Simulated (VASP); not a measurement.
TiO2, 12 atoms in the cell. It takes space group Pbcn (No. 60, orthorhombic). Conventional cell: a = 4.515 Å, b = 5.497 Å, c = 4.939 Å, α = 90.00°, β = 90.00°, γ = 90.00°. Ti (site symmetry 2) has 6 O at 1.87 to 2.09 Å within 2.5 Å. O (site symmetry 1) has 3 Ti at 1.87 to 2.09 Å within 2.5 Å. 

| Quantity | Value |
| --- | --- |
| Program | VASP 6.6.1 |
| Task | single point |
| Functional | PBE |
| Potentials or basis | VASP PAW PBE potentials, release 64 (Ti_sv, O) |
| Cutoff | 520 eV |
| k mesh | 4 × 4 × 4 |
| Occupations | fermi-dirac, width 0.02 eV |
| Spin | no spin polarisation |
| Dipole correction | no |
| Further INCAR settings | ALGO = Normal; EDIFF = 1e-07; NBANDS = 60 |

Potentials or basis: VASP PAW PBE potentials, release 64 (Ti_sv, O).

Run with:

```console
$ cat potpaw_PBE.64/Ti_sv/POTCAR potpaw_PBE.64/O/POTCAR > POTCAR
$ mpirun -np 1 vasp_std > vasp.out
```

Hardware: 1 thread of AMD EPYC 9R45 96-Core Processor (Zen 5), with other jobs on the host.

How long does it take, and how much memory?

Run time: 2 min on 1 thread of AMD EPYC 9R45 96-Core Processor (Zen 5), with other jobs on the host, peak memory 0.28 GiB. Counts: scf iterations 17, k points 27.
